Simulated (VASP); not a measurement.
**Cr: single point with LDA**

The system is Cr.

```
Cr
1.0
     2.52648    0.00000    0.00000
    -1.26324    2.18799    0.00000
     0.00000    0.00000    4.52088
Cr
2
Direct
  0.33333 0.66667 0.25000
  0.66667 0.33333 0.75000
```

This isn't the form of Cr at room conditions, which is bcc.

| Quantity | Value |
| --- | --- |
| Program | VASP 6.6.1 |
| Task | single point |
| Functional | LDA |
| Potentials or basis | VASP PAW LDA potentials, release 64 (Cr_pv) |
| Cutoff | 520 eV |
| k mesh | 17 × 17 × 8 |
| Occupations | fermi-dirac, width 0.05 eV |
| Spin | collinear spin, ferromagnetic start |
| Starting moments | [1.5, 1.5] μB |

The pressure is -24.6 GPa. The band gap on the k mesh is zero (filled and empty bands overlap). The net moment is 0.00 μB per cell and the valence electrons inside the program's atomic spheres are Cr 10.93.

Stress tensor (GPa, compression positive):
```
-25.63   0.00   0.00
  0.00 -25.63   0.00
  0.00   0.00 -22.64
```

Levels at points of the mesh, in eV from the Fermi level:
Spin up:
```
           k point  band 10  band 11  band 12  band 13  band 14  band 15
(0.00, 0.00, 0.00)    -0.32    -0.32    -0.17    -0.01    -0.01     0.97
(0.00, 0.00, 0.50)    -1.47    -0.30    -0.30    -0.30    -0.30     1.65
```
Spin down:
```csv
k point,band 8,band 9,band 10,band 11,band 12,band 13,band 14,band 15,band 16,band 17
"(0.00, 0.00, 0.00)",-3.86,-1.11,-0.32,-0.32,-0.17,-0.01,-0.01,0.97,0.97,2.02
"(0.00, 0.00, 0.50)",-5.44,-1.47,-1.47,-0.30,-0.30,-0.30,-0.30,1.65,1.65,1.65
```

It took 65 s on 1 thread of Intel(R) Xeon(R) 6975P-C (Granite Rapids) (shared host), peak memory 0.23 GiB.

Caveat: the cell stands under tension; an empty level that is flat over the whole mesh can mark a ghost state of the potentials, or a narrow d or f band; the moments typed at the start vanished in this run.
